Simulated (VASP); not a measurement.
# Ti3CN3 in VASP: single point with PBE

Aim: the single point of Ti3CN3 with PBE.

Everything below comes from runs of VASP 6.6.1. Logs are shortened: lines on timing, memory, paths and dates and some standing lists are left out, and cuts for length are marked.

**1. The cell of the first run**

The cell holds a slab with vacuum, 7 atoms: a = 3.003 Å, b = 3.003 Å, c = 19.758 Å, α = 90.00°, β = 90.00°, γ = 90.00°.

**2. Single point, PBE**

The input, INCAR:

```
PREC = Accurate ; ENCUT = 520
EDIFF = 1E-6 ; ISMEAR = 0
SIGMA = 0.1 ; LREAL = False
LASPH = True ; NELM = 60
ALGO = Normal ; ISIF = 2
LWAVE = False ; LCHARG = True
LDIPOL = True ; IDIPOL = 3
DIPOL = 0.5 0.5 0.331 ; GGA = PE
LELF = True ; LVHAR = True
LVACPOTAV = True ; NBANDS = 36
```

The input, KPOINTS:

```
Automatic mesh
0
Gamma
  9 9 1
```

The input, POSCAR:

```
Ti3CN3
1.0
    3.0028555063      0.0000000000      0.0000000000
    0.0000000000      3.0028555063      0.0000000000
    0.0000000000      0.0000000000     19.7584944394
Ti N C
3 3 1
Direct
    0.5000000000      0.5000000000      0.2024445745
    0.0000000000      0.0000000000      0.3072496205
    0.5000000000      0.5000000000      0.4076776406
    0.0000000000      0.0000000000      0.2024445745
    0.5000000000      0.5000000000      0.3055678855
    0.0000000000      0.0000000000      0.4179718482
    0.0000000000      0.5000000000      0.4746066712
```

Potentials or basis: VASP PAW PBE potentials, release 64 (Ti_sv, N, C).

Run with:

```console
$ cat potpaw_PBE.64/Ti_sv/POTCAR potpaw_PBE.64/N/POTCAR potpaw_PBE.64/C/POTCAR > POTCAR
$ mpirun -np 1 vasp_std > vasp.out
```

OUTCAR:

```text
PREC = Accurate
   ENCUT = 520
   EDIFF = 1E-6
   ISMEAR = 0
   LREAL = False
   LASPH = True
   NELM = 60
   ISIF = 2
   GGA = PE

 ion  position               nearest neighbor table
   1  0.500  0.500  0.202-   5 2.04   4 2.12   4 2.12   4 2.12   4 2.12
   2  0.000  0.000  0.307-   4 2.07   5 2.12   5 2.12   5 2.12   5 2.12   6 2.19   3 2.91   3 2.91
                             3 2.91   3 2.91
   3  0.500  0.500  0.408-   7 2.00   7 2.00   5 2.02   6 2.13   6 2.13   6 2.13   6 2.13   2 2.91
                             2 2.91   2 2.91   2 2.91
   4  0.000  0.000  0.202-   2 2.07   1 2.12   1 2.12   1 2.12   1 2.12
   5  0.500  0.500  0.306-   3 2.02   1 2.04   2 2.12   2 2.12   2 2.12   2 2.12
   6  0.000  0.000  0.418-   7 1.87   7 1.87   3 2.13   3 2.13   3 2.13   3 2.13   2 2.19
   7  0.000  0.500  0.475-   6 1.87   6 1.87   3 2.00   3 2.00

  LATTYP: Found a simple tetragonal cell.
 ALAT       =     3.0028555063
 C/A-ratio  =     6.5799018294

  Lattice vectors:

 A1 = (   3.0028555063,   0.0000000000,   0.0000000000)
 A2 = (   0.0000000000,   3.0028555063,   0.0000000000)
 A3 = (   0.0000000000,   0.0000000000,  19.7584944394)

Analysis of symmetry for initial positions (statically):
=====================================================================
 Subroutine PRICEL returns:
 Original cell was already a primitive cell.

 Routine SETGRP: Setting up the symmetry group for a
 simple tetragonal supercell.

 Subroutine GETGRP returns: Found  4 space group operations
 (whereof  4 operations were pure point group operations)
 out of a pool of 16 trial point group operations.

The static configuration has the point symmetry C_2v.

Analysis of symmetry for dynamics (positions and initial velocities):
=====================================================================
 Subroutine PRICEL returns:
 Original cell was already a primitive cell.

 Routine SETGRP: Setting up the symmetry group for a
 simple tetragonal supercell.

 Subroutine GETGRP returns: Found  4 space group operations
 (whereof  4 operations were pure point group operations)
 out of a pool of 16 trial point group operations.

The dynamic configuration has the point symmetry C_2v.

 Subroutine INISYM returns: Found  4 space group operations
 (whereof  4 operations are pure point group operations),
 and found     1 'primitive' translations

----------------------------------------------------------------------------------------

                                     Primitive cell

  volume of cell :     178.1651

  direct lattice vectors                    reciprocal lattice vectors
     3.002855506  0.000000000  0.000000000     0.333016357  0.000000000  0.000000000
     0.000000000  3.002855506  0.000000000     0.000000000  0.333016357  0.000000000
     0.000000000  0.000000000 19.758494439     0.000000000  0.000000000  0.050611144

  length of vectors
     3.002855506  3.002855506 19.758494439     0.333016357  0.333016357  0.050611144

  position of ions in fractional coordinates (direct lattice)
     0.500000000  0.500000000  0.202444574
     0.000000000  0.000000000  0.307249621
     0.500000000  0.500000000  0.407677641
     0.000000000  0.000000000  0.202444574
     0.500000000  0.500000000  0.305567885
     0.000000000  0.000000000  0.417971848
     0.000000000  0.500000000  0.474606671

  ion indices of the primitive-cell ions
   primitive index   ion index
                 1           1
                 2           2
                 3           3
                 4           4
                 5           5
                 6           6
                 7           7

----------------------------------------------------------------------------------------

 KPOINTS: Automatic mesh

Automatic generation of k-mesh.
 Grid dimensions read from file:
 generate k-points for:    9    9    1

 Generating k-lattice:

  Cartesian coordinates                     Fractional coordinates (reciprocal lattice)
     0.037001817  0.000000000  0.000000000     0.111111111  0.000000000  0.000000000
     0.000000000  0.037001817  0.000000000     0.000000000  0.111111111  0.000000000
     0.000000000  0.000000000  0.050611144     0.000000000  0.000000000  1.000000000

  Length of vectors
     0.037001817  0.037001817  0.050611144

  Shift w.r.t. Gamma in fractional coordinates (k-lattice)
     0.000000000  0.000000000  0.000000000

 Subroutine IBZKPT returns following result:
 ===========================================

 Found     25 irreducible k-points:

 Following reciprocal coordinates:
            Coordinates               Weight
  0.000000  0.000000  0.000000      1.000000
  0.111111  0.000000  0.000000      2.000000
  0.000000  0.111111  0.000000      2.000000
  0.222222  0.000000  0.000000      2.000000
  0.000000  0.222222  0.000000      2.000000
  0.333333  0.000000  0.000000      2.000000
[... 16 lines left out ...]
  0.444444  0.333333  0.000000      4.000000
 -0.333333  0.444444  0.000000      4.000000
   k-points           NKPTS =     25   k-points in BZ     NKDIM =     25   number of bands    NBANDS=     36
   number of dos      NEDOS =    301   number of ions     NIONS =      7
   total plane-waves  NPLWV =  86400
   dimension x,y,z NGX =    24 NGY =   24 NGZ =  150
   dimension x,y,z NGXF=    48 NGYF=   48 NGZF=  300
   ions per type =               3   3   1
   NGX,Y,Z   is equivalent  to a cutoff of  13.29, 13.29, 12.62 a.u.
   NGXF,Y,Z  is equivalent  to a cutoff of  26.57, 26.57, 25.24 a.u.
 SYSTEM =  unknown system
   PREC   = accura    normal or accurate (medium, high low for compatibility)
   ISTART =      0    job   : 0-new  1-cont  2-samecut
   ICHARG =      2    charge: 1-file 2-atom 10-const
   ISPIN  =      1    spin polarized calculation?
   LNONCOLLINEAR =      F non collinear calculations
   LSORBIT =      F    spin-orbit coupling
   LASPH  =      T    aspherical Exc in radial PAW
   ENCUT  =  520.0 eV  38.22 Ry    6.18 a.u.   5.58  5.58 36.74*2*pi/ulx,y,z
   NELM   =     60;   NELMIN=  2; NELMDL= -5     # of ELM steps
   EDIFF  = 0.1E-05   stopping-criterion for ELM
   LREAL  =      F    real-space projection
   EDIFFG = 0.1E-04   stopping-criterion for IOM
   NSW    =      0    number of steps for IOM
   IBRION =     -1    ionic relax: 0-MD 1-quasi-New 2-CG
   NFREE  =      0    steps in history (QN), initial steepest desc. (CG)
   ISIF   =      2    stress and relaxation
   ISYM   =      2    0-nonsym 1-usesym 2-fastsym
   POTIM  = 0.5000    time-step for ionic-motion
   TEBEG  =    0.0;   TEEND  =   0.0 temperature during run
   PSTRESS=    0.0 pullay stress
   NELECT =      55.0000    total number of electrons
   NUPDOWN=      -1.0000    fix difference up-down
   EMIN   =  10.00;   EMAX   =-10.00  energy-range for DOS
   EFERMI =   0.00;   METHOD = LEGACY
   ISMEAR =     0;   SIGMA  =   0.10  broadening in eV -4-tet -1-fermi 0-gaus
   EFERMI_NEDOS =   21; number of points for ismear=-14 and -15
   IALGO  =     38    algorithm
   IMIX   =      4    mixing-type and parameters
     AMIX     =   0.40;   BMIX     =  1.00
     AMIX_MAG =   1.60;   BMIX_MAG =  1.00
  volume/ion in A,a.u.               =      25.45       171.76
  Fermi-wavevector in a.u.,A,eV,Ry     =   1.106424  2.090838 16.655892  1.224174
  Thomas-Fermi vector in A             =   2.242924
   LORBIT       =      0    0 simple, 1 ext, 2 COOP (PROOUT), +10 PAW based schemes
   GGA     = PE    functional components
   LHFCALC =     F    Hartree Fock is set to
   AEXX    =    0.0000 exact exchange contribution
   IVDW    =     0    specifies the selected vdW correction
   LEPSILON=     F    determine dielectric tensor
   LRPA    =     F    only Hartree local field effects (RPA)
 non-spin polarized calculation
 Gauss-broadening in eV      SIGMA  =   0.10
  energy-cutoff  :      520.00
  volume of cell :      178.17
 maximum number of plane-waves:      4826
 NGX is ok and might be reduce to    24
   NGX = 11   NGY = 11   NGZ = 73

 dipolmoment           0.000000      0.000000     -0.449042 electrons x Angstroem

 number of electron      54.9999999 magnetization

 dipolmoment           0.000000      0.000000      0.199977 electrons x Angstroem

 Free energy of the ion-electron system (eV)
  ---------------------------------------------------
  ext. energy  EPLUGINS =         0.00000000
  ---------------------------------------------------
  free energy    TOTEN  =       -61.79844962 eV

  energy without entropy =      -61.78285424  energy(sigma->0) =      -61.79065193

 E-fermi :   1.1411     XC(G=0):  -5.5227

 val. band max:        1.1357762247   @ k =   0.1111   0.0000   0.0000
 cond. band min:       1.1471527416   @ k =   0.0000   0.1111   0.0000
 fundamental gap:      0.0113765168
 Fermi energy:         1.1411498220

 k-point     1 :       0.0000    0.0000    0.0000
  band No.  band energies     occupation
      1     -56.7532      2.00000
      2     -56.4244      2.00000
      3     -55.7566      2.00000
      4     -33.2135      2.00000
      5     -32.8485      2.00000
      6     -32.8277      2.00000
[... 28 lines left out ...]
     35       2.7893      0.00000
     36       3.0741      0.00000

 k-point     2 :       0.1111    0.0000    0.0000
  band No.  band energies     occupation
      1     -56.7491      2.00000
      2     -56.4207      2.00000
      3     -55.7525      2.00000
      4     -33.2107      2.00000
      5     -32.9017      2.00000
      6     -32.8207      2.00000
[... 28 lines left out ...]
     35       3.1794      0.00000
     36       3.3507      0.00000

 k-point     3 :       0.0000    0.1111    0.0000
  band No.  band energies     occupation
      1     -56.7491      2.00000
      2     -56.4207      2.00000
      3     -55.7531      2.00000
      4     -33.2105      2.00000
      5     -32.8827      2.00000
      6     -32.8415      2.00000
[... 28 lines left out ...]
     35       3.1403      0.00000
     36       3.4171      0.00000
[... 742 lines left out ...]
 k-point    23 :       0.4444    0.3333    0.0000
  band No.  band energies     occupation
      1     -56.6964      2.00000
      2     -56.3694      2.00000
      3     -55.6986      2.00000
      4     -33.1579      2.00000
      5     -33.1288      2.00000
      6     -33.0331      2.00000
[... 28 lines left out ...]
     35       3.7463      0.00000
     36       4.0106      0.00000

 k-point    24 :      -0.3333    0.4444    0.0000
  band No.  band energies     occupation
      1     -56.6964      2.00000
      2     -56.3695      2.00000
      3     -55.6997      2.00000
      4     -33.1560      2.00000
      5     -33.1113      2.00000
      6     -33.0464      2.00000
[... 28 lines left out ...]
     35       3.7416      0.00000
     36       4.0588      0.00000

 [... further k-points ...]
[... 5 lines left out ...]
  --------------------------------------------------------------------------------------
  -------------------------------------------------------------------------------------
  Total        4.5588236     -2.2945335      2.9288769      0.0000000      0.0000000      0.0000000
  in kB       40.9959214    -20.6339452     26.3383749      0.0000000      0.0000000      0.0000000
  external PRESSURE =      15.5667837 kB  Pullay stress =       0.0000000 kB

 VOLUME and BASIS-vectors are now :
 -----------------------------------------------------------------------------
  energy-cutoff  :      520.00
  volume of cell :      178.17
      direct lattice vectors                 reciprocal lattice vectors
     3.002855506  0.000000000  0.000000000     0.333016357  0.000000000  0.000000000
     0.000000000  3.002855506  0.000000000     0.000000000  0.333016357  0.000000000
     0.000000000  0.000000000 19.758494439     0.000000000  0.000000000  0.050611144

 POSITION                                       TOTAL-FORCE (eV/Angst)
 -----------------------------------------------------------------------------------
      1.50143      1.50143      4.00000         0.000000      0.000000      1.607534
      0.00000      0.00000      6.07079         0.000000      0.000000     -0.346963
      1.50143      1.50143      8.05510         0.000000      0.000000      1.916904
      0.00000      0.00000      4.00000         0.000000      0.000000     -1.577103
      1.50143      1.50143      6.03756         0.000000      0.000000     -1.211607
      0.00000      0.00000      8.25849         0.000000      0.000000     -0.423122
      0.00000      1.50143      9.37751         0.000000      0.000000      0.034357
 -----------------------------------------------------------------------------------
    total drift:                                0.000000      0.000000      0.000229

  FREE ENERGIE OF THE ION-ELECTRON SYSTEM (eV)
  ---------------------------------------------------
  free  energy   TOTEN  =       -61.7984496165 eV

  energy  without entropy=      -61.7828542428  energy(sigma->0) =      -61.79065193

 vacuum level on the upper side and lower side of the slab         7.416         3.404
```

It took 2.3 min on 1 thread of Intel Xeon 6975P-C (Granite Rapids), shared host; peak memory 0.35 GiB.

What came out:

```yaml
Free_energy: -61.7984 eV
Largest_force: 1.917 eV/Å
```

Forces on the atoms (eV/Å):
```
Ti   0.000  0.000  1.608
Ti   0.000  0.000 -0.347
Ti   0.000  0.000  1.917
N    0.000  0.000 -1.577
N    0.000  0.000 -1.212
N    0.000  0.000 -0.423
C    0.000  0.000  0.034
```
